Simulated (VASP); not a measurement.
Wanted: the native input for a VASP 6.6.1 run.

- Task: single point
- Functional: r2SCAN
- Potentials or basis: VASP PAW PBE potentials, release 64 (Ba_sv)
- Cutoff: 520 eV
- k mesh: 9 × 9 × 9
- Occupations: fermi-dirac, width 0.1 eV
- Spin: no spin polarisation
- Dipole correction: no
- Further INCAR settings: ALGO = Normal; EDIFF = 1e-07; NBANDS = 11

Ba:

```
CELL_PARAMETERS angstrom
-2.53679 2.53679 2.53679
2.53679 -2.53679 2.53679
2.53679 2.53679 -2.53679
ATOMIC_POSITIONS crystal
Ba 0.00000 0.00000 0.00000
```

These files were run (other wordings do the same):

POSCAR

```
Ba
1.0
   -2.5367939014      2.5367939014      2.5367939014
    2.5367939014     -2.5367939014      2.5367939014
    2.5367939014      2.5367939014     -2.5367939014
Ba
1
Direct
    0.0000000000      0.0000000000      0.0000000000
```

INCAR.step1

```
PREC = Accurate
ENCUT = 520
ISMEAR = -1
SIGMA = 0.1
LREAL = F
LASPH = T
NELM = 80
NBANDS = 11
GGA = PE
ALGO = Normal
EDIFF = 1E-4
LWAVE = T
LCHARG = F
```

INCAR.step2

```
PREC = Accurate
ENCUT = 520
EDIFF = 1E-7
ISMEAR = -1
SIGMA = 0.1
LREAL = F
LASPH = T
NELM = 80
ALGO = Normal
ISIF = 2
LWAVE = F
LCHARG = F
METAGGA = R2SCAN
LMIXTAU = T
NBANDS = 11
ISTART = 1
```

KPOINTS

```
regular mesh
0
Gamma
  9 9 9
```

Potentials or basis: VASP PAW PBE potentials, release 64 (Ba_sv).

The run is started by

```sh
$ cat potpaw_PBE.64/Ba_sv/POTCAR > POTCAR
$ cp INCAR.step1 INCAR
$ mpirun -np 1 vasp_std > vasp.out
$ cp INCAR.step2 INCAR
$ mpirun -np 1 vasp_std > vasp.out
```

It gave:

* Pressure: 0.1 GPa
* Band gap on the k mesh: zero (bands 5 and 6 overlap by 0.94 eV)

Caveat: the PAW data sets were made with another functional, which shifts forces and pressure a little; spin-orbit coupling is left out, which moves the levels of the heavy elements.

It took 2.4 min on 1 thread of Intel Xeon 8259CL (shared host), peak memory 0.22 GiB.
